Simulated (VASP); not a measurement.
# ZrH2 (Fm-3m) in VASP: notebook

Runs on ZrH2. Level: PBEsol. Tasks: single point.

All numbers are computed with VASP 6.6.1; they aren't measurements. Logs are shortened: lines on timing, memory, paths and dates and some standing lists are left out, and cuts for length are marked.

### Step 1. The cell of the first run

The structure is cubic, space group Fm-3m (No. 225). The conventional cell has a = 4.786 Å, b = 4.786 Å, c = 4.786 Å, α = 90.00°, β = 90.00°, γ = 90.00°. Zr (site symmetry m-3m) has 8 H at 2.07 Å within 2.7 Å. H (site symmetry -43m) has 4 Zr at 2.07 Å and 6 H at 2.39 Å within 2.7 Å.

### Step 2. Single point, PBEsol

Input file INCAR:

```
SYSTEM = ZrH2
PREC     = Accurate       ! precision mode
ENCUT    = 520            ! plane-wave cutoff, eV
EDIFF    = 1E-6           ! SCF threshold, eV
ISMEAR   = -1             ! smearing method
SIGMA    = 0.1            ! smearing width, eV
LREAL    = .FALSE.        ! projectors in reciprocal space
LASPH    = .TRUE.         ! aspherical terms in the spheres
NELM     = 60             ! most SCF steps
ALGO     = Normal         ! electronic algorithm
ISIF     = 2              ! what is computed and relaxed
LWAVE    = .FALSE.        ! write WAVECAR
LCHARG   = .FALSE.        ! write CHGCAR
GGA      = PS             ! functional
NBANDS   = 14             ! bands
```

Input file KPOINTS:

```
regular mesh
0
G
  10 10 10
  0 0 0
```

Input file POSCAR:

```
ZrH2
1.0
    0.0000000000      2.3930601839      2.3930601839
    2.3930601839      0.0000000000      2.3930601839
    2.3930601839      2.3930601839      0.0000000000
Zr H
1 2
Direct
    0.0000000000      0.0000000000      0.0000000000
    0.7500000000      0.7500000000      0.7500000000
    0.2500000000      0.2500000000      0.2500000000
```

Potentials or basis: VASP PAW PBE potentials, release 64 (Zr_sv, H).

Run with:

```console
$ cat potpaw_PBE.64/Zr_sv/POTCAR potpaw_PBE.64/H/POTCAR > POTCAR
$ mpirun -np 1 vasp_std > vasp.out
```

OUTCAR:

```text
SYSTEM = ZrH2
   PREC = Accurate
   ENCUT = 520
   EDIFF = 1E-6
   ISMEAR = -1
   LREAL = .FALSE.
   LASPH = .TRUE.
   NELM = 60
   ISIF = 2
   GGA = PS

 ion  position               nearest neighbor table
   1  0.000  0.000  0.000-   2 2.07   2 2.07   2 2.07   2 2.07   3 2.07   3 2.07   3 2.07   3 2.07

   2  0.750  0.750  0.750-   1 2.07   1 2.07   1 2.07   1 2.07
   3  0.250  0.250  0.250-   1 2.07   1 2.07   1 2.07   1 2.07

  LATTYP: Found a face centered cubic cell.
 ALAT       =     4.7861203678

  Lattice vectors:

 A1 = (   0.0000000000,   2.3930601839,   2.3930601839)
 A2 = (   2.3930601839,   0.0000000000,   2.3930601839)
 A3 = (   2.3930601839,   2.3930601839,   0.0000000000)

Analysis of symmetry for initial positions (statically):
=====================================================================
 Subroutine PRICEL returns:
 Original cell was already a primitive cell.

 Routine SETGRP: Setting up the symmetry group for a
 face centered cubic supercell.

 Subroutine GETGRP returns: Found 48 space group operations
 (whereof 48 operations were pure point group operations)
 out of a pool of 48 trial point group operations.

The static configuration has the point symmetry O_h .

Analysis of symmetry for dynamics (positions and initial velocities):
=====================================================================
 Subroutine PRICEL returns:
 Original cell was already a primitive cell.

 Routine SETGRP: Setting up the symmetry group for a
 face centered cubic supercell.

 Subroutine GETGRP returns: Found 48 space group operations
 (whereof 48 operations were pure point group operations)
 out of a pool of 48 trial point group operations.

The dynamic configuration has the point symmetry O_h .

 Subroutine INISYM returns: Found 48 space group operations
 (whereof 48 operations are pure point group operations),
 and found     1 'primitive' translations

----------------------------------------------------------------------------------------

                                     Primitive cell

  volume of cell :      27.4089

  direct lattice vectors                    reciprocal lattice vectors
     0.000000000  2.393060184  2.393060184    -0.208937495  0.208937495  0.208937495
     2.393060184  0.000000000  2.393060184     0.208937495 -0.208937495  0.208937495
     2.393060184  2.393060184  0.000000000     0.208937495  0.208937495 -0.208937495

  length of vectors
     3.384298168  3.384298168  3.384298168     0.361890357  0.361890357  0.361890357

[... 89 lines left out ...]
   ISYM   =      2    0-nonsym 1-usesym 2-fastsym
   POTIM  = 0.5000    time-step for ionic-motion
   TEBEG  =    0.0;   TEEND  =   0.0 temperature during run
   PSTRESS=    0.0 pullay stress
   NELECT =      14.0000    total number of electrons
   NUPDOWN=      -1.0000    fix difference up-down
   EMIN   =  10.00;   EMAX   =-10.00  energy-range for DOS
   EFERMI =   0.00;   METHOD = LEGACY
   ISMEAR =    -1;   SIGMA  =   0.10  broadening in eV -4-tet -1-fermi 0-gaus
   EFERMI_NEDOS =   21; number of points for ismear=-14 and -15
   IALGO  =     38    algorithm
   IMIX   =      4    mixing-type and parameters
     AMIX     =   0.40;   BMIX     =  1.00
     AMIX_MAG =   1.60;   BMIX_MAG =  1.00
  volume/ion in A,a.u.               =       9.14        61.65
  Fermi-wavevector in a.u.,A,eV,Ry     =   1.308641  2.472973 23.300542  1.712542
  Thomas-Fermi vector in A             =   2.439294
   LORBIT       =      0    0 simple, 1 ext, 2 COOP (PROOUT), +10 PAW based schemes
   GGA     = PS    functional components
   LHFCALC =     F    Hartree Fock is set to
   AEXX    =    0.0000 exact exchange contribution
   IVDW    =     0    specifies the selected vdW correction
   LEPSILON=     F    determine dielectric tensor
   LRPA    =     F    only Hartree local field effects (RPA)
 non-spin polarized calculation
  energy-cutoff  :      520.00
  volume of cell :       27.41
 maximum number of plane-waves:       754
 NGX is ok and might be reduce to    28
   NGX = 13   NGY = 13   NGZ = 13

 number of electron      14.0000000 magnetization

 Free energy of the ion-electron system (eV)
  ---------------------------------------------------
  ext. energy  EPLUGINS =         0.00000000
  ---------------------------------------------------
  free energy    TOTEN  =       -17.60256635 eV

  energy without entropy =      -17.56036611  energy(sigma->0) =      -17.58146623

 E-fermi :   8.4634     XC(G=0): -11.3596

 val. band max:        8.4227678873   @ k =  -0.1000   0.1000   0.0000
 cond. band min:       8.4702124782   @ k =  -0.1000   0.1000   0.0000
 fundamental gap:      0.0474445908
 Fermi energy:         8.4634309429

 k-point     1 :       0.0000    0.0000    0.0000
  band No.  band energies     occupation
      1     -40.6433      2.00000
      2     -18.4154      2.00000
      3     -18.4154      2.00000
      4     -18.4154      2.00000
      5      -1.2008      2.00000
      6       7.2037      1.99999
      7       8.1311      1.93045
      8       8.1311      1.93045
      9       8.1311      1.93045
     10      10.7786      0.00000
     11      10.7786      0.00000
     12      19.4639      0.00000
     13      20.7826      0.00000
     14      20.7826      0.00000
[... 377 lines left out ...]
      1     -40.5544      2.00000
      2     -18.9731      2.00000
      3     -18.6179      2.00000
      4     -18.5932      2.00000
      5       2.1820      2.00000
      6       2.5042      2.00000
      7       6.6366      2.00000
      8      10.3699      0.00000
      9      10.9112      0.00000
     10      12.1378      0.00000
     11      16.2911      0.00000
     12      17.1971      0.00000
     13      17.9496      0.00000
     14      17.9559      0.00000

 [... further k-points ...]
[... 5 lines left out ...]
  --------------------------------------------------------------------------------------
  -------------------------------------------------------------------------------------
  Total       -0.3227736     -0.3227736     -0.3227736     -0.0000000     -0.0000000     -0.0000000
  in kB      -18.8676479    -18.8676479    -18.8676479     -0.0000000     -0.0000000     -0.0000000
  external PRESSURE =     -18.8676479 kB  Pullay stress =       0.0000000 kB

 VOLUME and BASIS-vectors are now :
 -----------------------------------------------------------------------------
  energy-cutoff  :      520.00
  volume of cell :       27.41
      direct lattice vectors                 reciprocal lattice vectors
     0.000000000  2.393060184  2.393060184    -0.208937495  0.208937495  0.208937495
     2.393060184  0.000000000  2.393060184     0.208937495 -0.208937495  0.208937495
     2.393060184  2.393060184  0.000000000     0.208937495  0.208937495 -0.208937495

 POSITION                                       TOTAL-FORCE (eV/Angst)
 -----------------------------------------------------------------------------------
      0.00000      0.00000      0.00000        -0.000000     -0.000000     -0.000000
      3.58959      3.58959      3.58959        -0.000000      0.000000     -0.000000
      1.19653      1.19653      1.19653         0.000000      0.000000      0.000000
 -----------------------------------------------------------------------------------
    total drift:                               -0.000000     -0.000000      0.000000

  FREE ENERGIE OF THE ION-ELECTRON SYSTEM (eV)
  ---------------------------------------------------
  free  energy   TOTEN  =       -17.6025663471 eV

  energy  without entropy=      -17.5603661081  energy(sigma->0) =      -17.58146623
```

OSZICAR:

```text
N       E                     dE             d eps       ncg     rms          rms(c)
DAV:   1     0.897464977939E+02    0.89746E+02   -0.76344E+03  1316   0.997E+02
DAV:   2    -0.155573441490E+02   -0.10530E+03   -0.10067E+03  1682   0.265E+02
DAV:   3    -0.189316720105E+02   -0.33743E+01   -0.33469E+01  1986   0.408E+01
DAV:   4    -0.189815358799E+02   -0.49864E-01   -0.49848E-01  1506   0.467E+00
DAV:   5    -0.189822067842E+02   -0.67090E-03   -0.67090E-03  1856   0.404E-01    0.177E+01
DAV:   6    -0.178080086818E+02    0.11742E+01   -0.92883E-01  1418   0.929E+00    0.676E+00
DAV:   7    -0.176009091406E+02    0.20710E+00   -0.46621E-01  1662   0.562E+00    0.848E-01
DAV:   8    -0.176024366216E+02   -0.15275E-02   -0.41029E-02  1680   0.180E+00    0.536E-01
DAV:   9    -0.176027049919E+02   -0.26837E-03   -0.15755E-03  1682   0.391E-01    0.639E-02
DAV:  10    -0.176025653511E+02    0.13964E-03   -0.12381E-04  1520   0.102E-01    0.352E-02
DAV:  11    -0.176025665193E+02   -0.11682E-05   -0.16065E-05  1606   0.372E-02    0.213E-03
DAV:  12    -0.176025663471E+02    0.17216E-06   -0.61797E-07  1070   0.553E-03
   1 F= -.17602566E+02 E0= -.17581466E+02  d E =-.422002E-01
```

It took 8.7 s on 1 thread of Intel Xeon 6975P-C (Granite Rapids), shared host; peak memory 0.17 GiB.

Results:

```yaml
Free_energy: -17.6026 eV
Pressure: -1.9 GPa
Band_gap_on_the_k_mesh: zero (band 7 reaches 8.93 eV, above the bottom of band 8 at 8.13 eV)
```

Caveat: the PAW data sets were made with another functional, which shifts forces and pressure a little.

### Step 3. Single point, PBEsol

This run uses another cell than the first one, of 9.32 Å³/atom, 1.020 times its volume.

Input file INCAR:

```
PREC = Accurate ; ENCUT = 520
EDIFF = 1E-6 ; ISMEAR = -1
SIGMA = 0.1 ; LREAL = False
LASPH = True ; NELM = 60
ALGO = Normal ; ISIF = 2
LWAVE = False ; LCHARG = False
GGA = PS ; NBANDS = 14
```

Input file KPOINTS:

```
regular mesh
0
Gamma
  10 10 10
```

Input file POSCAR:

```
ZrH2
1.0
    0.0000000000      2.4092300000      2.4092300000
    2.4092300000      0.0000000000      2.4092300000
    2.4092300000      2.4092300000      0.0000000000
Zr H
1 2
Direct
    0.0000000000      0.0000000000      0.0000000000
    0.7500000000      0.7500000000      0.7500000000
    0.2500000000      0.2500000000      0.2500000000
```

Potentials or basis: VASP PAW PBE potentials, release 64 (Zr_sv, H).

Run with:

```console
$ cat potpaw_PBE.64/Zr_sv/POTCAR potpaw_PBE.64/H/POTCAR > POTCAR
$ mpirun -np 1 vasp_std > vasp.out
```

OUTCAR:

```text
PREC = Accurate
   ENCUT = 520
   EDIFF = 1E-6
   ISMEAR = -1
   LREAL = False
   LASPH = True
   NELM = 60
   ISIF = 2
   GGA = PS

 ion  position               nearest neighbor table
   1  0.000  0.000  0.000-   2 2.09   2 2.09   2 2.09   2 2.09   3 2.09   3 2.09   3 2.09   3 2.09

   2  0.750  0.750  0.750-   1 2.09   1 2.09   1 2.09   1 2.09
   3  0.250  0.250  0.250-   1 2.09   1 2.09   1 2.09   1 2.09

  LATTYP: Found a face centered cubic cell.
 ALAT       =     4.8184600000

  Lattice vectors:

 A1 = (   0.0000000000,   2.4092300000,   2.4092300000)
 A2 = (   2.4092300000,   0.0000000000,   2.4092300000)
 A3 = (   2.4092300000,   2.4092300000,   0.0000000000)

Analysis of symmetry for initial positions (statically):
=====================================================================
 Subroutine PRICEL returns:
 Original cell was already a primitive cell.

 Routine SETGRP: Setting up the symmetry group for a
 face centered cubic supercell.

 Subroutine GETGRP returns: Found 48 space group operations
 (whereof 48 operations were pure point group operations)
 out of a pool of 48 trial point group operations.

The static configuration has the point symmetry O_h .

Analysis of symmetry for dynamics (positions and initial velocities):
=====================================================================
 Subroutine PRICEL returns:
 Original cell was already a primitive cell.

 Routine SETGRP: Setting up the symmetry group for a
 face centered cubic supercell.

 Subroutine GETGRP returns: Found 48 space group operations
 (whereof 48 operations were pure point group operations)
 out of a pool of 48 trial point group operations.

The dynamic configuration has the point symmetry O_h .

 Subroutine INISYM returns: Found 48 space group operations
 (whereof 48 operations are pure point group operations),
 and found     1 'primitive' translations

----------------------------------------------------------------------------------------

                                     Primitive cell

  volume of cell :      27.9682
[... 117 lines left out ...]
   LHFCALC =     F    Hartree Fock is set to
   AEXX    =    0.0000 exact exchange contribution
   IVDW    =     0    specifies the selected vdW correction
   LEPSILON=     F    determine dielectric tensor
   LRPA    =     F    only Hartree local field effects (RPA)
 non-spin polarized calculation
  energy-cutoff  :      520.00
  volume of cell :       27.97
 maximum number of plane-waves:       764
 NGX is ok and might be reduce to    28
   NGX = 13   NGY = 13   NGZ = 13

 number of electron      14.0000000 magnetization

 Free energy of the ion-electron system (eV)
  ---------------------------------------------------
  ext. energy  EPLUGINS =         0.00000000
  ---------------------------------------------------
  free energy    TOTEN  =       -17.59212623 eV

  energy without entropy =      -17.54919671  energy(sigma->0) =      -17.57066147

 E-fermi :   8.2587     XC(G=0): -11.2685

 val. band max:        8.2166772339   @ k =  -0.1000   0.1000   0.0000
 cond. band min:       8.2645426554   @ k =  -0.1000   0.1000   0.0000
 fundamental gap:      0.0478654215
 Fermi energy:         8.2587205980

 k-point     1 :       0.0000    0.0000    0.0000
  band No.  band energies     occupation
      1     -40.8973      2.00000
      2     -18.6833      2.00000
      3     -18.6833      2.00000
      4     -18.6833      2.00000
      5      -1.3228      2.00000
      6       7.0092      1.99999
      7       7.9329      1.92596
      8       7.9329      1.92596
      9       7.9329      1.92596
     10      10.5132      0.00000
     11      10.5132      0.00000
     12      19.1302      0.00000
     13      20.4773      0.00000
     14      20.4773      0.00000
[... 377 lines left out ...]
      1     -40.8163      2.00000
      2     -19.2022      2.00000
      3     -18.8723      2.00000
      4     -18.8494      2.00000
      5       2.0050      2.00000
      6       2.3759      2.00000
      7       6.4727      2.00000
      8      10.1152      0.00000
      9      10.6404      0.00000
     10      11.8329      0.00000
     11      15.9011      0.00000
     12      16.8023      0.00000
     13      17.5617      0.00000
     14      17.5690      0.00000

 [... further k-points ...]
[... 5 lines left out ...]
  --------------------------------------------------------------------------------------
  -------------------------------------------------------------------------------------
  Total       -0.7862611     -0.7862611     -0.7862611     -0.0000000      0.0000000     -0.0000000
  in kB      -45.0414710    -45.0414710    -45.0414710     -0.0000000      0.0000000     -0.0000000
  external PRESSURE =     -45.0414710 kB  Pullay stress =       0.0000000 kB

 VOLUME and BASIS-vectors are now :
 -----------------------------------------------------------------------------
  energy-cutoff  :      520.00
  volume of cell :       27.97
      direct lattice vectors                 reciprocal lattice vectors
     0.000000000  2.409230000  2.409230000    -0.207535188  0.207535188  0.207535188
     2.409230000  0.000000000  2.409230000     0.207535188 -0.207535188  0.207535188
     2.409230000  2.409230000  0.000000000     0.207535188  0.207535188 -0.207535188

 POSITION                                       TOTAL-FORCE (eV/Angst)
 -----------------------------------------------------------------------------------
      0.00000      0.00000      0.00000         0.000000      0.000000      0.000000
      3.61384      3.61384      3.61384         0.000000      0.000000      0.000000
      1.20461      1.20461      1.20461        -0.000000     -0.000000     -0.000000
 -----------------------------------------------------------------------------------
    total drift:                               -0.000000     -0.000000      0.000000

  FREE ENERGIE OF THE ION-ELECTRON SYSTEM (eV)
  ---------------------------------------------------
  free  energy   TOTEN  =       -17.5921262327 eV

  energy  without entropy=      -17.5491967148  energy(sigma->0) =      -17.57066147
```

stdout:

```text
POSCAR found type information on POSCAR ZrH
 POSCAR found :  2 types and       3 ions
 scaLAPACK will be used
 -----------------------------------------------------------------------------
|                                                                             |
|                                                                             |
|     You enforced a specific xc type in the INCAR file but a different       |
|     I HOPE YOU KNOW WHAT YOU ARE DOING!                                     |
|                                                                             |
 -----------------------------------------------------------------------------

 LDA part: xc-table for (Slater+PW92), standard interpolation
 POSCAR, INCAR and KPOINTS ok, starting setup
 FFT: planning ... GRIDC
 FFT: planning ... GRID_SOFT
 FFT: planning ... GRID
 WAVECAR not read
 entering main loop
```

Run time: 9.5 s. Hardware: 1 thread of Intel Xeon 6975P-C (Granite Rapids), shared host; peak memory 0.16 GiB.

What came out:

- Free energy: -17.5921 eV
- Pressure: -4.5 GPa
- Band gap on the k mesh: zero (band 7 reaches 8.72 eV, above the bottom of band 8 at 7.93 eV)

Caveat: the PAW data sets were made with another functional, which shifts forces and pressure a little.

### Step 4. Single point, PBEsol

This run uses another cell than the first one, of 9.51 Å³/atom, 1.041 times its volume.

Input file INCAR:

```
SYSTEM = ZrH2
PREC = Accurate
ENCUT = 520
EDIFF = 1E-6
ISMEAR = -1
SIGMA = 0.1
LREAL = .FALSE.
LASPH = .TRUE.
NELM = 100
ALGO = Normal
ISIF = 2
LWAVE = .FALSE.
LCHARG = .TRUE.
GGA = PS
LELF = .TRUE.
LVHAR = .TRUE.
NBANDS = 14
```

Input file KPOINTS:

```
regular mesh
0
G
  10 10 10
  0 0 0
```

Input file POSCAR:

```
ZrH2
1.0
    0.0000000000      2.4251856306      2.4251856306
    2.4251856306      0.0000000000      2.4251856306
    2.4251856306      2.4251856306      0.0000000000
Zr H
1 2
Direct
    0.0000000000      0.0000000000      0.0000000000
    0.7500000000      0.7500000000      0.7500000000
    0.2500000000      0.2500000000      0.2500000000
```

Run with:

```console
$ cat potpaw_PBE.64/Zr_sv/POTCAR potpaw_PBE.64/H/POTCAR > POTCAR
$ mpirun -np 1 vasp_std > vasp.out
```

Run time: 9.5 s. Hardware: 1 thread of Intel Xeon 6975P-C (Granite Rapids), shared host; peak memory 0.16 GiB.

Results (log left out):

- Free energy: -17.5729 eV
- Pressure: -6.9 GPa
- Band gap on the k mesh: zero (band 7 reaches 8.52 eV, above the bottom of band 8 at 7.74 eV)

Levels at points of the mesh, in eV from the Fermi level:
```
           k point  band 5  band 6  band 7  band 8  band 9  band 10
(0.00, 0.00, 0.00)   -9.50   -1.24   -0.32   -0.32   -0.32     2.20
(0.50, 0.00, 0.00)   -7.29   -4.44   -0.20   -0.20    3.51     3.51
(0.50, 0.50, 0.00)   -6.39   -4.54   -3.28    3.68    3.74     3.74
```

Caveat: the PAW data sets were made with another functional, which shifts forces and pressure a little.

(Part 1 of 2 ends here.)
